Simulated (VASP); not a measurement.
# SnO (Pmn2_1) in VASP: a series of runs, part 2 of 3

VASP 6.6.1. The steps go on from the part before.

## (3) Single point, PBEsol+D3(BJ) (strain -0.0150 x Voigt [1, 1, 0, 0, 0, 0])

File INCAR:

```
ALGO = Normal
EDIFF = 1E-7
ENCUT = 520
GGA = PS
ISIF = 2
ISMEAR = 0
IVDW = 12
LASPH = True
LCHARG = False
LREAL = False
LWAVE = False
NBANDS = 28
NELM = 100
PREC = Accurate
SIGMA = 0.05
```

File KPOINTS:

```
k-points
0
Gamma
  8 6 6
```

File POSCAR:

```
SnO
1.0
    3.3046799250      0.0000000000      0.0000000000
    0.0000000000      5.5889924400      0.0000000000
    0.0000000000      0.0000000000      4.2219700000
Sn O
2 2
Direct
    0.0000000000      0.2319090000      0.5131440000
    0.5000000000      0.7680910000      0.0131440000
    0.0000000000      0.8912500000      0.7368570000
    0.5000000000      0.1087500000      0.2368570000
```

Potentials or basis: VASP PAW PBE potentials, release 64 (Sn_d, O).

Run with:

```console
$ cat potpaw_PBE.64/Sn_d/POTCAR potpaw_PBE.64/O/POTCAR > POTCAR
$ mpirun -np 1 vasp_std > vasp.out
```

OUTCAR:

```text
EDIFF = 1E-7
   ENCUT = 520
   GGA = PS
   ISIF = 2
   ISMEAR = 0
   IVDW = 12
   LASPH = True
   LREAL = False
   NELM = 100
   PREC = Accurate
 IVDW          = 12

 ion  position               nearest neighbor table
   1  0.000  0.232  0.513-   3 2.13   4 2.14   4 2.14   2 3.73   2 3.73   2 3.73   2 3.73
   2  0.500  0.768  0.013-   4 2.13   3 2.14   3 2.14   1 3.73   1 3.73   1 3.73   1 3.73
   3  0.000  0.891  0.737-   1 2.13   2 2.14   2 2.14
   4  0.500  0.109  0.237-   2 2.13   1 2.14   1 2.14

  LATTYP: Found a simple orthorhombic cell.
 ALAT       =     3.3046799250
 B/A-ratio  =     1.2775730467
 C/A-ratio  =     1.6912356315

  Lattice vectors:

 A1 = (  -3.3046799250,   0.0000000000,   0.0000000000)
 A2 = (   0.0000000000,   0.0000000000,   4.2219700000)
 A3 = (   0.0000000000,   5.5889924400,   0.0000000000)

Analysis of symmetry for initial positions (statically):
=====================================================================
 Subroutine PRICEL returns:
 Original cell was already a primitive cell.

 Routine SETGRP: Setting up the symmetry group for a
 simple orthorhombic supercell.

[... 173 lines left out ...]
 E-fermi :   5.3309     XC(G=0):  -9.9072

 val. band max:        5.0448671463   @ k =   0.1250   0.0000   0.0000
 cond. band min:       6.3279755696   @ k =   0.3750   0.5000   0.0000
 fundamental gap:      1.2831084233
 Fermi energy:         5.3309227859

 k-point     1 :       0.0000    0.0000    0.0000
  band No.  band energies     occupation
      1     -16.1915      2.00000
      2     -15.8011      2.00000
      3     -15.7001      2.00000
      4     -15.6692      2.00000
      5     -15.6385      2.00000
      6     -15.6065      2.00000
[... 733 lines left out ...]
     27      14.0385      0.00000
     28      15.0744      0.00000

 [... further k-points ...]

------------------------ aborting loop because EDIFF is reached ----------------------------------------

 Edisp (eV)   -0.77265

 E8    (eV) :    -0.5110

  FORCE on cell =-STRESS in cart. coord.  units (eV):
  Direction    XX          YY          ZZ          XY          YZ          ZX
  --------------------------------------------------------------------------------------
  -------------------------------------------------------------------------------------
  Total      -1.07904    -0.73028    -1.10623     0.00000     0.00000     0.00000
  in kB     -22.17017   -15.00461   -22.72889     0.00000     0.00000     0.00000
  external pressure =      -19.97 kB  Pullay stress =        0.00 kB

 VOLUME and BASIS-vectors are now :
 -----------------------------------------------------------------------------
  energy-cutoff  :      520.00
  volume of cell :       77.98
      direct lattice vectors                 reciprocal lattice vectors
     3.304679925  0.000000000  0.000000000     0.302601166  0.000000000  0.000000000
     0.000000000  5.588992440  0.000000000     0.000000000  0.178923126  0.000000000
     0.000000000  0.000000000  4.221970000     0.000000000  0.000000000  0.236856254

 POSITION                                       TOTAL-FORCE (eV/Angst)
 -----------------------------------------------------------------------------------
      0.00000      1.29614      2.16648         0.000000      0.123235      0.008455
      1.65234      4.29285      0.05549         0.000000     -0.123235      0.008455
      0.00000      4.98119      3.11099         0.000000      0.082799     -0.008455
      1.65234      0.60780      1.00000         0.000000     -0.082799     -0.008455
 -----------------------------------------------------------------------------------
    total drift:                                0.000000      0.000000     -0.000069

  FREE ENERGIE OF THE ION-ELECTRON SYSTEM (eV)
  ---------------------------------------------------
  free  energy   TOTEN  =       -24.5911920242 eV

  energy  without entropy=      -24.5911920242  energy(sigma->0) =      -24.59119202
```

stdout:

```text
POSCAR found type information on POSCAR SnO
 POSCAR found :  2 types and       4 ions
 scaLAPACK will be used
 -----------------------------------------------------------------------------
|                                                                             |
|                                                                             |
|     You enforced a specific xc type in the INCAR file but a different       |
|     I HOPE YOU KNOW WHAT YOU ARE DOING!                                     |
|                                                                             |
 -----------------------------------------------------------------------------

 LDA part: xc-table for (Slater+PW92), standard interpolation
 POSCAR, INCAR and KPOINTS ok, starting setup
 FFT: planning ... GRIDC
 FFT: planning ... GRID_SOFT
 FFT: planning ... GRID
 WAVECAR not read
 entering main loop
```

Wall time 62 s (1 thread of Intel Xeon 6975P-C (Granite Rapids), shared host); peak memory 0.29 GiB.

What came out:

```
Free energy                : -24.5912 eV
Pressure                   : -2.0 GPa
Largest force              : 0.124 eV/Å
Band gap on the k mesh     : 1.28 eV (least direct gap 1.87 eV)
Dispersion energy per atom : -0.193 eV
```

Forces on the atoms (eV/Å):
```
Sn   0.000  0.123  0.008
Sn   0.000 -0.123  0.008
O    0.000  0.083 -0.008
O    0.000 -0.083 -0.008
```

Levels at points of the mesh, in eV from the valence-band top:
```
           k point  band 16  band 17  band 18  band 19  band 20  band 21  band 22  band 23  band 24  band 25
(0.00, 0.00, 0.00)    -3.97    -3.72    -2.77    -2.21    -0.01     2.58     3.19     5.83     6.00     8.27
(0.50, 0.00, 0.00)    -4.71    -2.76    -2.76    -1.25    -1.25     2.52     2.52     5.60     5.60     6.64
(0.00, 0.50, 0.00)    -4.09    -3.94    -2.79    -1.70    -1.46     3.26     3.88     4.77     5.18     7.08
(0.50, 0.50, 0.00)    -4.57    -2.84    -2.84    -0.89    -0.89     1.85     1.85     6.34     6.34     7.20
(0.00, 0.00, 0.50)    -3.59    -3.34    -3.34    -1.78    -1.78     2.73     2.73     5.25     5.25     8.18
(0.50, 0.00, 0.50)    -4.27    -3.27    -3.27    -1.08    -1.08     2.03     2.03     4.62     4.62     6.99
(0.00, 0.50, 0.50)    -3.34    -3.09    -3.09    -1.57    -1.57     1.91     1.91     6.09     6.09     8.06
(0.50, 0.50, 0.50)    -4.42    -3.57    -3.57    -0.41    -0.41     2.34     2.34     4.21     4.21     6.17
```

Caveat: the cell differs from its parent crystal (strain -0.0150 x Voigt [1, 1, 0, 0, 0, 0]); the PAW data sets were made with another functional, which shifts forces and pressure a little; spin-orbit coupling is left out, which moves the levels of the heavy elements. A k mesh can miss the band edges.

## (4) Single point, PBEsol+D3(BJ) (strain -0.0100 x Voigt [1, 1, 0, 0, 0, 0])

File INCAR:

```
  PREC = Accurate
  ENCUT = 520
  EDIFF = 1E-7
  ISMEAR = 0
  SIGMA = 0.05
  LREAL = F
  LASPH = T
  NELM = 60
  ALGO = Normal
  ISIF = 2
  LWAVE = F
  LCHARG = T
  GGA = PS
  IVDW = 12
  LELF = T
  LVHAR = T
  NBANDS = 28
```

File KPOINTS:

```
regular mesh
0
Gamma
  8 6 6
```

POSCAR: that of step 3 with these lines changed.

```diff
@@ -2,4 +2,4 @@
 1.0
-    3.3046799250      0.0000000000      0.0000000000
-    0.0000000000      5.5889924400      0.0000000000
+    3.3214549500      0.0000000000      0.0000000000
+    0.0000000000      5.6173629600      0.0000000000
     0.0000000000      0.0000000000      4.2219700000
```

Run with:

```console
$ cat potpaw_PBE.64/Sn_d/POTCAR potpaw_PBE.64/O/POTCAR > POTCAR
$ mpirun -np 1 vasp_std > vasp.out
```

It took 69 s on 1 thread of Intel Xeon 6975P-C (Granite Rapids), shared host; peak memory 0.29 GiB.

The run converged. Its results:

| Item | Value |
| --- | --- |
| Free energy | -24.5803 eV |
| Pressure | -2.8 GPa |
| Largest force | 0.101 eV/Å |
| Band gap on the k mesh | 1.30 eV (least direct gap 1.90 eV) |
| Dispersion energy per atom | -0.191 eV |

Forces on the atoms (eV/Å):
```
Sn   0.000 -0.032 -0.029
Sn   0.000  0.032 -0.029
O    0.000  0.097  0.029
O    0.000 -0.097  0.029
```

Stress tensor (GPa, compression positive):
```
-3.22  0.00  0.00
 0.00 -2.41  0.00
 0.00  0.00 -2.90
```

Levels at points of the mesh, in eV from the valence-band top:
```csv
k point,band 16,band 17,band 18,band 19,band 20,band 21,band 22,band 23,band 24,band 25
"(0.00, 0.00, 0.00)",-3.92,-3.64,-2.73,-2.15,0.00,2.59,3.16,5.83,5.95,8.18
"(0.50, 0.00, 0.00)",-4.63,-2.70,-2.70,-1.25,-1.25,2.52,2.52,5.56,5.56,6.60
"(0.00, 0.50, 0.00)",-4.09,-3.89,-2.75,-1.66,-1.43,3.26,3.87,4.78,5.11,7.01
"(0.50, 0.50, 0.00)",-4.49,-2.78,-2.78,-0.90,-0.90,1.84,1.84,6.31,6.31,7.16
"(0.00, 0.00, 0.50)",-3.54,-3.29,-3.29,-1.74,-1.74,2.69,2.69,5.22,5.22,8.09
"(0.50, 0.00, 0.50)",-4.21,-3.23,-3.23,-1.08,-1.08,2.04,2.04,4.60,4.60,6.94
"(0.00, 0.50, 0.50)",-3.29,-3.03,-3.03,-1.55,-1.55,1.90,1.90,6.03,6.03,7.97
"(0.50, 0.50, 0.50)",-4.35,-3.52,-3.52,-0.41,-0.41,2.36,2.36,4.18,4.18,6.13
```

Caveat: the cell differs from its parent crystal (strain -0.0100 x Voigt [1, 1, 0, 0, 0, 0]); the PAW data sets were made with another functional, which shifts forces and pressure a little; spin-orbit coupling is left out, which moves the levels of the heavy elements. A k mesh can miss the band edges.

## (5) Single point, PBEsol+D3(BJ) (strain -0.0050 x Voigt [1, 1, 0, 0, 0, 0])

File INCAR:

```
PREC = Accurate
ENCUT = 520
EDIFF = 1E-6
ISMEAR = 0
SIGMA = 0.05
LREAL = F
LASPH = T
NELM = 80
ALGO = Normal
ISIF = 2
LWAVE = F
LCHARG = F
GGA = PS
IVDW = 12
NBANDS = 28
```

File KPOINTS:

```
Automatic mesh
0
Gamma
  8 6 6
```

POSCAR: that of step 4 with these lines changed.

```diff
@@ -2,4 +2,4 @@
 1.0
-    3.3214549500      0.0000000000      0.0000000000
-    0.0000000000      5.6173629600      0.0000000000
+    3.3382299750      0.0000000000      0.0000000000
+    0.0000000000      5.6457334800      0.0000000000
     0.0000000000      0.0000000000      4.2219700000
```

Potentials or basis: VASP PAW PBE potentials, release 64 (Sn_d, O).

Run with:

```console
$ cat potpaw_PBE.64/Sn_d/POTCAR potpaw_PBE.64/O/POTCAR > POTCAR
$ mpirun -np 1 vasp_std > vasp.out
```

OUTCAR:

```text
PREC = Accurate
   ENCUT = 520
   EDIFF = 1E-6
   ISMEAR = 0
   LREAL = F
   LASPH = T
   NELM = 80
   ISIF = 2
   GGA = PS
   IVDW = 12
 IVDW          = 12

 ion  position               nearest neighbor table
   1  0.000  0.232  0.513-   3 2.14   4 2.15   4 2.15   2 3.75   2 3.75   2 3.75   2 3.75
   2  0.500  0.768  0.013-   4 2.14   3 2.15   3 2.15   1 3.75   1 3.75   1 3.75   1 3.75
   3  0.000  0.891  0.737-   1 2.14   2 2.15   2 2.15
   4  0.500  0.109  0.237-   2 2.14   1 2.15   1 2.15

[... 949 lines left out ...]
 E8    (eV) :    -0.5003

  FORCE on cell =-STRESS in cart. coord.  units (eV):
  Direction    XX          YY          ZZ          XY          YZ          ZX
  --------------------------------------------------------------------------------------
  -------------------------------------------------------------------------------------
  Total      -2.07008    -1.62932    -1.72961     0.00000     0.00000     0.00000
  in kB     -41.68182   -32.80685   -34.82633     0.00000     0.00000     0.00000
  external pressure =      -36.44 kB  Pullay stress =        0.00 kB

 VOLUME and BASIS-vectors are now :
 -----------------------------------------------------------------------------
  energy-cutoff  :      520.00
  volume of cell :       79.57
      direct lattice vectors                 reciprocal lattice vectors
     3.338229975  0.000000000  0.000000000     0.299559949  0.000000000  0.000000000
     0.000000000  5.645733480  0.000000000     0.000000000  0.177124904  0.000000000
     0.000000000  0.000000000  4.221970000     0.000000000  0.000000000  0.236856254

 POSITION                                       TOTAL-FORCE (eV/Angst)
 -----------------------------------------------------------------------------------
      0.00000      1.30930      2.16648         0.000000     -0.182580     -0.065437
      1.66911      4.33644      0.05549         0.000000      0.182580     -0.065437
      0.00000      5.03176      3.11099         0.000000      0.109671      0.065437
      1.66911      0.61397      1.00000         0.000000     -0.109671      0.065437
 -----------------------------------------------------------------------------------
    total drift:                                0.000000      0.000000     -0.000066

  FREE ENERGIE OF THE ION-ELECTRON SYSTEM (eV)
  ---------------------------------------------------
  free  energy   TOTEN  =       -24.5647461091 eV

  energy  without entropy=      -24.5647461091  energy(sigma->0) =      -24.56474611
```

OSZICAR:

```text
N       E                     dE             d eps       ncg     rms          rms(c)
DAV:   1     0.433233982478E+03    0.43323E+03   -0.20286E+04  4616   0.209E+03
DAV:   2     0.407440979788E+02   -0.39249E+03   -0.37638E+03  4680   0.538E+02
DAV:   3    -0.240551713955E+02   -0.64799E+02   -0.63686E+02  5140   0.186E+02
DAV:   4    -0.272340335359E+02   -0.31789E+01   -0.31627E+01  5264   0.445E+01
DAV:   5    -0.273121728891E+02   -0.78139E-01   -0.78128E-01  4980   0.749E+00    0.111E+01
DAV:   6    -0.239285294636E+02    0.33836E+01   -0.15513E+01  7348   0.457E+01    0.518E+00
DAV:   7    -0.238537575539E+02    0.74772E-01   -0.19927E+00  5192   0.861E+00    0.255E+00
DAV:   8    -0.238196696866E+02    0.34088E-01   -0.34870E-01  5344   0.387E+00    0.777E-01
DAV:   9    -0.238073076254E+02    0.12362E-01   -0.47936E-02  7272   0.228E+00    0.227E-01
DAV:  10    -0.238086912664E+02   -0.13836E-02   -0.80670E-03  6368   0.843E-01    0.155E-01
DAV:  11    -0.238081534443E+02    0.53782E-03   -0.22750E-03  6996   0.467E-01    0.246E-02
DAV:  12    -0.238081825241E+02   -0.29080E-04   -0.29720E-04  4708   0.109E-01    0.286E-02
DAV:  13    -0.238081789327E+02    0.35914E-05   -0.21276E-05  5972   0.356E-02    0.761E-03
DAV:  14    -0.238081783260E+02    0.60666E-06   -0.10340E-06  3272   0.788E-03
   1 F= -.24564746E+02 E0= -.24564746E+02  d E =-.218018E-20
```

Wall time 63 s (1 thread of Intel Xeon 6975P-C (Granite Rapids), shared host); peak memory 0.29 GiB.

What came out:

* Free energy: -24.5647 eV
* Pressure: -3.6 GPa
* Largest force: 0.194 eV/Å
* Band gap on the k mesh: 1.32 eV (least direct gap 1.94 eV)
* Dispersion energy per atom: -0.189 eV

Forces in eV/Å, atoms in the order of the input:
```
Sn   0.000 -0.183 -0.065
Sn   0.000  0.183 -0.065
O    0.000  0.110  0.065
O    0.000 -0.110  0.065
```

Levels at points of the mesh, in eV from the valence-band top:
```
           k point  band 16  band 17  band 18  band 19  band 20  band 21  band 22  band 23  band 24  band 25
(0.00, 0.00, 0.00)    -3.87    -3.57    -2.68    -2.10     0.00     2.60     3.14     5.82     5.91     8.09
(0.50, 0.00, 0.00)    -4.55    -2.64    -2.64    -1.25    -1.25     2.53     2.53     5.53     5.53     6.56
(0.00, 0.50, 0.00)    -4.08    -3.84    -2.70    -1.63    -1.40     3.27     3.87     4.79     5.04     6.93
(0.50, 0.50, 0.00)    -4.41    -2.71    -2.71    -0.90    -0.90     1.84     1.84     6.27     6.27     7.13
(0.00, 0.00, 0.50)    -3.48    -3.24    -3.24    -1.70    -1.70     2.65     2.65     5.20     5.20     8.00
(0.50, 0.00, 0.50)    -4.14    -3.19    -3.19    -1.08    -1.08     2.05     2.05     4.58     4.58     6.88
(0.00, 0.50, 0.50)    -3.24    -2.97    -2.97    -1.53    -1.53     1.89     1.89     5.98     5.98     7.89
(0.50, 0.50, 0.50)    -4.28    -3.47    -3.47    -0.42    -0.42     2.37     2.37     4.14     4.14     6.09
```

Caveat: the cell differs from its parent crystal (strain -0.0050 x Voigt [1, 1, 0, 0, 0, 0]); the cell stands under tension; the PAW data sets were made with another functional, which shifts forces and pressure a little; spin-orbit coupling is left out, which moves the levels of the heavy elements. A k mesh can miss the band edges.

(Continued in part 3 of 3.)
